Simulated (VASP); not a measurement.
Runs of VASP 6.6.1 on HfN. The structure is that of space group Fm-3m (No. 225), or close to it. The cells are those of the table. 

```csv
cell,gap on the mesh (eV),pressure (GPa)
"a = 3.232 Å, angles 60.0°, 2 atoms",none,(b)
"a = 3.136 Å, angles 60.0°, 2 atoms",none,16.6
"a = 3.201 Å, angles 60.0°, 2 atoms",none,-2.8
"a = 3.263 Å, angles 60.0°, 2 atoms",none,-17.0
"a = 3.169 Å, angles 60.0°, 2 atoms",none,(a)
```

Alike in all rows: task single point; level r2SCAN; potentials or basis VASP PAW PBE potentials, release 64 (Hf_pv, N); no spin polarisation; k mesh 11 × 11 × 11; cutoff (eV) 520; smearing fermi-dirac 0.1 eV.

Fill in the values left out.

(a) 6.1; (b) -10.5.

Caveats: the PAW data sets were made with another functional, which shifts forces and pressure a little; spin-orbit coupling is left out, which moves the levels of the heavy elements.

A k mesh can miss the band edges, and the runs leave out spin-orbit coupling on Hf.

A gap of «none» marks levels without a gap at the run's occupations.
